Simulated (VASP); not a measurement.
# Tl2Sn2H5 (P6/mmm) in VASP: further runs

Runs on Tl2Sn2H5. Level: PBE. Tasks: single point.

Everything below comes from runs of VASP 6.6.1. Logs are shortened: lines on timing, memory, paths and dates and some standing lists are left out, and cuts for length are marked.

## Step 1: The cell of the first run

The structure is hexagonal, space group P6/mmm (No. 191). Conventional cell: a = 5.368 Å, b = 5.368 Å, c = 6.182 Å, α = 90.00°, β = 90.00°, γ = 120.00°. Tl (site symmetry -6m2) has 8 H at 3.09 to 3.46 Å and 3 Tl at 3.10 Å and 3 Sn at 3.10 Å within 4.1 Å. Sn (site symmetry 6/mmm) has 12 H at 2.68 to 3.10 Å and 2 Sn at 3.09 Å within 3.5 Å. Within 4.1 Å of Sn (site symmetry 6/mmm) lie 2 Sn at 3.09 Å and 6 Tl at 3.10 Å and 12 H at 4.09 Å. Within 2.1 Å of H (site symmetry mmm) lie 2 H at 1.55 Å. H (site symmetry -6m2) has 3 H at 1.55 Å within 2.1 Å.

## Step 2: Single point, PBE

Contents of INCAR:

```
SYSTEM = Tl2Sn2H5
PREC     = Accurate       ! precision mode
ENCUT    = 520            ! plane-wave cutoff, eV
EDIFF    = 1E-6           ! SCF threshold, eV
ISMEAR   = 0              ! smearing method
SIGMA    = 0.1            ! smearing width, eV
LREAL    = .False.        ! projectors in reciprocal space
LASPH    = .True.         ! aspherical terms in the spheres
NELM     = 100            ! most SCF steps
ALGO     = Normal         ! electronic algorithm
ISIF     = 2              ! what is computed and relaxed
LWAVE    = .False.        ! write WAVECAR
LCHARG   = .True.         ! write CHGCAR
GGA      = PE             ! functional
LELF     = .True.         ! ELF
LVHAR    = .True.       
NBANDS   = 40             ! bands
```

Contents of KPOINTS:

```
Automatic mesh
0
Gamma
  9 9 6
  0 0 0
```

Contents of POSCAR:

```
Tl2Sn2H5
1.0
    5.3678804224      0.0000000000      0.0000000000
   -2.6839402112      4.6487208103      0.0000000000
    0.0000000000      0.0000000000      6.1821948143
Tl Sn H
2 2 5
Direct
    0.3333333333      0.6666666667      0.5000000000
    0.6666666667      0.3333333333      0.5000000000
    0.0000000000      0.0000000000      0.0000000000
    0.0000000000      0.0000000000      0.5000000000
    0.5000000000      0.0000000000      0.0000000000
    0.0000000000      0.5000000000      0.0000000000
    0.5000000000      0.5000000000      0.0000000000
    0.3333333333      0.6666666667      0.0000000000
    0.6666666667      0.3333333333      0.0000000000
```

Potentials or basis: VASP PAW PBE potentials, release 64 (Tl_d, Sn_d, H).

Launch:

```sh
> cat potpaw_PBE.64/Tl_d/POTCAR potpaw_PBE.64/Sn_d/POTCAR potpaw_PBE.64/H/POTCAR > POTCAR
> mpirun -np 1 vasp_std > vasp.out
```

OUTCAR:

```text
SYSTEM = Tl2Sn2H5
   PREC = Accurate
   ENCUT = 520
   EDIFF = 1E-6
   ISMEAR = 0
   LREAL = .False.
   LASPH = .True.
   NELM = 100
   ISIF = 2
   GGA = PE

 ion  position               nearest neighbor table
   1  0.333  0.667  0.500-   4 3.10   2 3.10   2 3.10   4 3.10   4 3.10   2 3.10
   2  0.667  0.333  0.500-   1 3.10   4 3.10   1 3.10   4 3.10   4 3.10   1 3.10
   3  0.000  0.000  0.000-   4 3.09   4 3.09
   4  0.000  0.000  0.500-   3 3.09   3 3.09   1 3.10   2 3.10   2 3.10   1 3.10   2 3.10   1 3.10

   5  0.500  0.000  0.000-
   6  0.000  0.500  0.000-
   7  0.500  0.500  0.000-
   8  0.333  0.667  0.000-
   9  0.667  0.333  0.000-

  LATTYP: Found a hexagonal cell.
 ALAT       =     5.3678804224
 C/A-ratio  =     1.1517012914

  Lattice vectors:

 A1 = (   5.3678804224,   0.0000000000,   0.0000000000)
 A2 = (  -2.6839402112,   4.6487208103,   0.0000000000)
 A3 = (   0.0000000000,   0.0000000000,   6.1821948143)

Analysis of symmetry for initial positions (statically):
=====================================================================
 Subroutine PRICEL returns:
 Original cell was already a primitive cell.

 Routine SETGRP: Setting up the symmetry group for a
 hexagonal supercell.

 Subroutine GETGRP returns: Found 24 space group operations
 (whereof 24 operations were pure point group operations)
 out of a pool of 24 trial point group operations.

The static configuration has the point symmetry D_6h.

Analysis of symmetry for dynamics (positions and initial velocities):
=====================================================================
 Subroutine PRICEL returns:
 Original cell was already a primitive cell.

 Routine SETGRP: Setting up the symmetry group for a
 hexagonal supercell.

 Subroutine GETGRP returns: Found 24 space group operations
 (whereof 24 operations were pure point group operations)
 out of a pool of 24 trial point group operations.

The dynamic configuration has the point symmetry D_6h.

 Subroutine INISYM returns: Found 24 space group operations
 (whereof 24 operations are pure point group operations),
 and found     1 'primitive' translations

----------------------------------------------------------------------------------------

                                     Primitive cell

  volume of cell :     154.2691

  direct lattice vectors                    reciprocal lattice vectors
     5.367880422  0.000000000  0.000000000     0.186293271  0.107556470  0.000000000
    -2.683940211  4.648720810  0.000000000     0.000000000  0.215112940  0.000000000
     0.000000000  0.000000000  6.182194814     0.000000000  0.000000000  0.161754851

  length of vectors
     5.367880422  5.367880422  6.182194814     0.215112940  0.215112940  0.161754851

  position of ions in fractional coordinates (direct lattice)
     0.333333333  0.666666667  0.500000000
     0.666666667  0.333333333  0.500000000
     0.000000000  0.000000000  0.000000000
     0.000000000  0.000000000  0.500000000
     0.500000000  0.000000000  0.000000000
     0.000000000  0.500000000  0.000000000
     0.500000000  0.500000000  0.000000000
     0.333333333  0.666666667  0.000000000
     0.666666667  0.333333333  0.000000000

  ion indices of the primitive-cell ions
   primitive index   ion index
                 1           1
                 2           2
                 3           3
                 4           4
                 5           5
                 6           6
                 7           7
                 8           8
                 9           9

----------------------------------------------------------------------------------------

 KPOINTS: Automatic mesh

Automatic generation of k-mesh.
 Grid dimensions read from file:
 generate k-points for:    9    9    6

 Generating k-lattice:

  Cartesian coordinates                     Fractional coordinates (reciprocal lattice)
     0.020699252  0.011950719  0.000000000     0.111111111  0.000000000  0.000000000
     0.000000000  0.023901438  0.000000000     0.000000000  0.111111111  0.000000000
     0.000000000  0.000000000  0.026959142     0.000000000  0.000000000  0.166666667

  Length of vectors
     0.023901438  0.023901438  0.026959142

  Shift w.r.t. Gamma in fractional coordinates (k-lattice)
     0.000000000  0.000000000  0.000000000

 Subroutine IBZKPT returns following result:
 ===========================================

 Found     48 irreducible k-points:

 Following reciprocal coordinates:
            Coordinates               Weight
  0.000000  0.000000  0.000000      1.000000
  0.111111  0.000000  0.000000      6.000000
  0.222222  0.000000  0.000000      6.000000
  0.333333  0.000000  0.000000      6.000000
  0.444444  0.000000  0.000000      6.000000
  0.111111  0.111111  0.000000      6.000000
[... 16 lines left out ...]
  0.333333  0.222222  0.166667     24.000000
  0.333333  0.333333  0.166667      4.000000
 [... further k-points ...]
   k-points           NKPTS =     48   k-points in BZ     NKDIM =     48   number of bands    NBANDS=     40
   number of dos      NEDOS =    301   number of ions     NIONS =      9
   total plane-waves  NPLWV =  76800
   dimension x,y,z NGX =    40 NGY =   40 NGZ =   48
   dimension x,y,z NGXF=    80 NGYF=   80 NGZF=   96
   ions per type =               2   2   5
   NGX,Y,Z   is equivalent  to a cutoff of  12.39, 12.39, 12.91 a.u.
   NGXF,Y,Z  is equivalent  to a cutoff of  24.78, 24.78, 25.82 a.u.
 SYSTEM =  Tl2Sn2H5
   PREC   = accura    normal or accurate (medium, high low for compatibility)
   ISTART =      0    job   : 0-new  1-cont  2-samecut
   ICHARG =      2    charge: 1-file 2-atom 10-const
   ISPIN  =      1    spin polarized calculation?
   LNONCOLLINEAR =      F non collinear calculations
   LSORBIT =      F    spin-orbit coupling
   LASPH  =      T    aspherical Exc in radial PAW
   ENCUT  =  520.0 eV  38.22 Ry    6.18 a.u.   9.98  9.98 11.49*2*pi/ulx,y,z
   NELM   =    100;   NELMIN=  2; NELMDL= -5     # of ELM steps
   EDIFF  = 0.1E-05   stopping-criterion for ELM
   LREAL  =      F    real-space projection
   EDIFFG = 0.1E-04   stopping-criterion for IOM
   NSW    =      0    number of steps for IOM
   IBRION =     -1    ionic relax: 0-MD 1-quasi-New 2-CG
   NFREE  =      0    steps in history (QN), initial steepest desc. (CG)
   ISIF   =      2    stress and relaxation
   ISYM   =      2    0-nonsym 1-usesym 2-fastsym
   POTIM  = 0.5000    time-step for ionic-motion
   TEBEG  =    0.0;   TEEND  =   0.0 temperature during run
   PSTRESS=    0.0 pullay stress
   NELECT =      59.0000    total number of electrons
   NUPDOWN=      -1.0000    fix difference up-down
   EMIN   =  10.00;   EMAX   =-10.00  energy-range for DOS
   EFERMI =   0.00;   METHOD = LEGACY
   ISMEAR =     0;   SIGMA  =   0.10  broadening in eV -4-tet -1-fermi 0-gaus
   EFERMI_NEDOS =   21; number of points for ismear=-14 and -15
   IALGO  =     38    algorithm
   IMIX   =      4    mixing-type and parameters
     AMIX     =   0.40;   BMIX     =  1.00
     AMIX_MAG =   1.60;   BMIX_MAG =  1.00
  volume/ion in A,a.u.               =      17.14       115.67
  Fermi-wavevector in a.u.,A,eV,Ry     =   1.188318  2.245595 19.212767  1.412099
  Thomas-Fermi vector in A             =   2.324450
   LORBIT       =      0    0 simple, 1 ext, 2 COOP (PROOUT), +10 PAW based schemes
   GGA     = PE    functional components
   LHFCALC =     F    Hartree Fock is set to
   AEXX    =    0.0000 exact exchange contribution
   IVDW    =     0    specifies the selected vdW correction
   LEPSILON=     F    determine dielectric tensor
   LRPA    =     F    only Hartree local field effects (RPA)
 non-spin polarized calculation
 Gauss-broadening in eV      SIGMA  =   0.10
  energy-cutoff  :      520.00
  volume of cell :      154.27
 maximum number of plane-waves:      4200
 NGX is ok and might be reduce to    40
   NGX = 19   NGY = 19   NGZ = 23

 number of electron      58.9999990 magnetization

 Free energy of the ion-electron system (eV)
  ---------------------------------------------------
  ext. energy  EPLUGINS =         0.00000000
  ---------------------------------------------------
  free energy    TOTEN  =       -23.05922147 eV

  energy without entropy =      -23.05148613  energy(sigma->0) =      -23.05535380

 E-fermi :   4.9891     XC(G=0):  -9.3449

 val. band max:        4.9890857861   @ k =   0.2222   0.2222   0.5000
 cond. band min:       5.0036120976   @ k =   0.3333   0.0000   0.0000
 fundamental gap:      0.0145263115
 Fermi energy:         4.9891292965

 k-point     1 :       0.0000    0.0000    0.0000
  band No.  band energies     occupation
      1     -17.0948      2.00000
      2     -17.0948      2.00000
      3     -17.0533      2.00000
      4     -17.0278      2.00000
      5     -17.0278      2.00000
      6     -16.5690      2.00000
[... 32 lines left out ...]
     39      10.6318      0.00000
     40      11.3601      0.00000

 k-point     2 :       0.1111    0.0000    0.0000
  band No.  band energies     occupation
      1     -17.0948      2.00000
      2     -17.0947      2.00000
      3     -17.0532      2.00000
      4     -17.0278      2.00000
      5     -17.0278      2.00000
      6     -16.5695      2.00000
[... 32 lines left out ...]
     39      10.7951      0.00000
     40      11.4406      0.00000

 k-point     3 :       0.2222    0.0000    0.0000
  band No.  band energies     occupation
      1     -17.0948      2.00000
      2     -17.0942      2.00000
      3     -17.0529      2.00000
      4     -17.0279      2.00000
      5     -17.0278      2.00000
      6     -16.5708      2.00000
[... 853 lines left out ...]
  band No.  band energies     occupation
      1     -17.0943      2.00000
      2     -17.0936      2.00000
      3     -17.0417      2.00000
      4     -17.0268      2.00000
      5     -17.0267      2.00000
      6     -16.5729      2.00000
[... 32 lines left out ...]
     39      11.3070      0.00000
     40      11.6292      0.00000

 k-point    24 :       0.3333    0.3333    0.1667
  band No.  band energies     occupation
      1     -17.0939      2.00000
      2     -17.0939      2.00000
      3     -17.0416      2.00000
      4     -17.0267      2.00000
      5     -17.0267      2.00000
      6     -16.5722      2.00000
[... 32 lines left out ...]
     39      12.0669      0.00000
     40      12.0669      0.00000

 [... further k-points ...]
[... 5 lines left out ...]
  --------------------------------------------------------------------------------------
  -------------------------------------------------------------------------------------
  Total       -0.0822923     -0.0822923     -0.0856039      0.0000000      0.0000000      0.0000000
  in kB       -0.8546552     -0.8546552     -0.8890477      0.0000000      0.0000000      0.0000000
  external PRESSURE =      -0.8661193 kB  Pullay stress =       0.0000000 kB

 VOLUME and BASIS-vectors are now :
 -----------------------------------------------------------------------------
  energy-cutoff  :      520.00
  volume of cell :      154.27
      direct lattice vectors                 reciprocal lattice vectors
     5.367880422  0.000000000  0.000000000     0.186293271  0.107556470  0.000000000
    -2.683940211  4.648720810  0.000000000     0.000000000  0.215112940  0.000000000
     0.000000000  0.000000000  6.182194814     0.000000000  0.000000000  0.161754851

 POSITION                                       TOTAL-FORCE (eV/Angst)
 -----------------------------------------------------------------------------------
     -0.00000      3.09915      3.09110         0.000000     -0.000000     -0.000000
      2.68394      1.54957      3.09110        -0.000000      0.000000      0.000000
      0.00000      0.00000      0.00000        -0.000000      0.000000      0.000000
      0.00000      0.00000      3.09110        -0.000000      0.000000      0.000000
      2.68394      0.00000      0.00000        -0.000000      0.000000      0.000000
     -1.34197      2.32436      0.00000        -0.000000      0.000000      0.000000
      1.34197      2.32436      0.00000        -0.000000      0.000000      0.000000
     -0.00000      3.09915      0.00000        -0.000000      0.000000      0.000000
      2.68394      1.54957      0.00000         0.000000      0.000000     -0.000000
 -----------------------------------------------------------------------------------
    total drift:                               -0.000000      0.000000      0.000000

  FREE ENERGIE OF THE ION-ELECTRON SYSTEM (eV)
  ---------------------------------------------------
  free  energy   TOTEN  =       -23.0592214742 eV

  energy  without entropy=      -23.0514861265  energy(sigma->0) =      -23.05535380
```

It took 1.7 min on 1 thread of Intel Xeon 6975P-C (Granite Rapids), shared host; peak memory 0.43 GiB.

What came out:

| Property | Result |
| --- | --- |
| Free energy | -23.0592 eV |
| Pressure | -0.1 GPa |

Caveat: spin-orbit coupling is left out, which moves the levels of the heavy elements.

## Step 3: Single point, PBE

Contents of INCAR:

```
  ALGO = Normal
  EDIFF = 1E-6
  ENCUT = 520
  GGA = PE
  ISIF = 2
  ISMEAR = 0
  LASPH = T
  LCHARG = F
  LREAL = F
  LWAVE = F
  NBANDS = 40
  NELM = 100
  PREC = Accurate
  SIGMA = 0.1
```

Contents of KPOINTS:

```
k-points
0
Gamma
  9 9 6
```

POSCAR is that of step 2.

Potentials or basis: VASP PAW PBE potentials, release 64 (Tl_d, Sn_d, H).

Launch:

```sh
> cat potpaw_PBE.64/Tl_d/POTCAR potpaw_PBE.64/Sn_d/POTCAR potpaw_PBE.64/H/POTCAR > POTCAR
> mpirun -np 1 vasp_std > vasp.out
```

OUTCAR:

```text
EDIFF = 1E-6
   ENCUT = 520
   GGA = PE
   ISIF = 2
   ISMEAR = 0
   LASPH = T
   LREAL = F
   NELM = 100
   PREC = Accurate

 ion  position               nearest neighbor table
   1  0.333  0.667  0.500-   4 3.10   2 3.10   2 3.10   4 3.10   4 3.10   2 3.10
   2  0.667  0.333  0.500-   1 3.10   4 3.10   1 3.10   4 3.10   4 3.10   1 3.10
   3  0.000  0.000  0.000-   4 3.09   4 3.09
   4  0.000  0.000  0.500-   3 3.09   3 3.09   1 3.10   2 3.10   2 3.10   1 3.10   2 3.10   1 3.10

   5  0.500  0.000  0.000-
[... 1251 lines left out ...]
  Total       -0.0822923     -0.0822923     -0.0856039      0.0000000      0.0000000      0.0000000
  in kB       -0.8546552     -0.8546552     -0.8890477      0.0000000      0.0000000      0.0000000
  external PRESSURE =      -0.8661193 kB  Pullay stress =       0.0000000 kB

 VOLUME and BASIS-vectors are now :
 -----------------------------------------------------------------------------
  energy-cutoff  :      520.00
  volume of cell :      154.27
      direct lattice vectors                 reciprocal lattice vectors
     5.367880422  0.000000000  0.000000000     0.186293271  0.107556470  0.000000000
    -2.683940211  4.648720810  0.000000000     0.000000000  0.215112940  0.000000000
     0.000000000  0.000000000  6.182194814     0.000000000  0.000000000  0.161754851

 POSITION                                       TOTAL-FORCE (eV/Angst)
 -----------------------------------------------------------------------------------
     -0.00000      3.09915      3.09110         0.000000     -0.000000     -0.000000
      2.68394      1.54957      3.09110        -0.000000      0.000000      0.000000
      0.00000      0.00000      0.00000        -0.000000      0.000000      0.000000
      0.00000      0.00000      3.09110        -0.000000      0.000000      0.000000
      2.68394      0.00000      0.00000        -0.000000      0.000000      0.000000
     -1.34197      2.32436      0.00000        -0.000000      0.000000      0.000000
      1.34197      2.32436      0.00000        -0.000000      0.000000      0.000000
     -0.00000      3.09915      0.00000        -0.000000      0.000000      0.000000
      2.68394      1.54957      0.00000         0.000000      0.000000     -0.000000
 -----------------------------------------------------------------------------------
    total drift:                               -0.000000      0.000000      0.000000

  FREE ENERGIE OF THE ION-ELECTRON SYSTEM (eV)
  ---------------------------------------------------
  free  energy   TOTEN  =       -23.0592214742 eV

  energy  without entropy=      -23.0514861265  energy(sigma->0) =      -23.05535380
```

OSZICAR:

```text
N       E                     dE             d eps       ncg     rms          rms(c)
DAV:   1     0.518300646700E+03    0.51830E+03   -0.27964E+04  4200   0.174E+03
DAV:   2     0.415791987561E+02   -0.47672E+03   -0.46033E+03  3904   0.531E+02
DAV:   3    -0.211302694274E+02   -0.62709E+02   -0.61284E+02  4440   0.152E+02
DAV:   4    -0.237861709959E+02   -0.26559E+01   -0.26519E+01  4352   0.334E+01
DAV:   5    -0.238712599421E+02   -0.85089E-01   -0.85085E-01  5616   0.618E+00    0.606E+00
DAV:   6    -0.231323767434E+02    0.73888E+00   -0.13872E+00  4760   0.559E+00    0.385E+00
DAV:   7    -0.230553620359E+02    0.77015E-01   -0.54660E-01  4648   0.505E+00    0.176E+00
DAV:   8    -0.230577093267E+02   -0.23473E-02   -0.68039E-02  4528   0.153E+00    0.458E-01
DAV:   9    -0.230589592801E+02   -0.12500E-02   -0.34201E-03  5056   0.361E-01    0.117E-01
DAV:  10    -0.230592020725E+02   -0.24279E-03   -0.40582E-04  4488   0.132E-01    0.322E-02
DAV:  11    -0.230592207122E+02   -0.18640E-04   -0.34736E-05  5040   0.325E-02    0.127E-02
DAV:  12    -0.230592214742E+02   -0.76197E-06   -0.57686E-06  4056   0.135E-02
   1 F= -.23059221E+02 E0= -.23055354E+02  d E =-.773535E-02
```

Wall time 1.7 min (1 thread of Intel Xeon 6975P-C (Granite Rapids), shared host); peak memory 0.43 GiB.

What came out:

- Free energy: -23.0592 eV
- Pressure: -0.1 GPa

Levels at points of the mesh, in eV from the Fermi level:
| k point | band 27 | band 28 | band 29 | band 30 | band 31 | band 32 |
| --- | --- | --- | --- | --- | --- | --- |
| (0.00, 0.00, 0.00) | -2.01 | -2.01 | -1.62 | -1.46 | -1.46 | 0.29 |
| (0.00, 0.00, 0.50) | -1.74 | -1.74 | -0.89 | -0.89 | -0.35 | -0.24 |

Caveat: spin-orbit coupling is left out, which moves the levels of the heavy elements.
